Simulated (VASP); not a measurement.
A run of VASP 6.6.1 is set up as follows.

The input INCAR:

```
SYSTEM = SnO
  PREC = Accurate
  ENCUT = 600
  EDIFF = 1E-6
  ISMEAR = 0
  SIGMA = 0.15
  LREAL = .False.
  LASPH = .True.
  NELM = 120
  ALGO = Normal
  ISIF = 2
  LWAVE = .False.
  LCHARG = .False.
  GGA = PS
  IVDW = 12
  NBANDS = 28
  GGA_COMPAT = .False.
```

File KPOINTS:

```
regular mesh
0
Gamma
  12 12 10
  0 0 0
```

POSCAR

```
SnO
1.0
    3.7703910616     -0.1131117318      0.0000000000
   -0.1131117318      3.7703910616      0.0000000000
    0.0000000000      0.0000000000      4.5633702865
Sn O
2 2
Direct
    0.0000000000      0.5000000000      0.2532585894
    0.5000000000      0.0000000000      0.7467414106
    0.0000000000      0.0000000000      0.0000000000
    0.5000000000      0.5000000000      0.0000000000
```

Potentials or basis: VASP PAW PBE potentials, release 64 (Sn_d, O).

Command:

```sh
$ cat potpaw_PBE.64/Sn_d/POTCAR potpaw_PBE.64/O/POTCAR > POTCAR
$ mpirun -np 1 vasp_std > vasp.out
```

(1) Predict the dispersion energy per atom.

(2) What does it give for the band gap on the k mesh?

(3) Predict the pressure.

(4) Estimate the largest force.

Results:

(1) -0.234 eV.

(2) zero (band 20 reaches 8.03 eV, above the bottom of band 21 at 7.47 eV).

(3) 0.4 GPa.

(4) 0.097 eV/Å.

Caveat: the cell differs from its parent crystal (strain -0.0600 x Voigt [0, 0, 0, 0, 0, 1]); the PAW data sets were made with another functional, which shifts forces and pressure a little; spin-orbit coupling is left out, which moves the levels of the heavy elements; pairwise dispersion overbinds metals, which lowers pressure and volume.
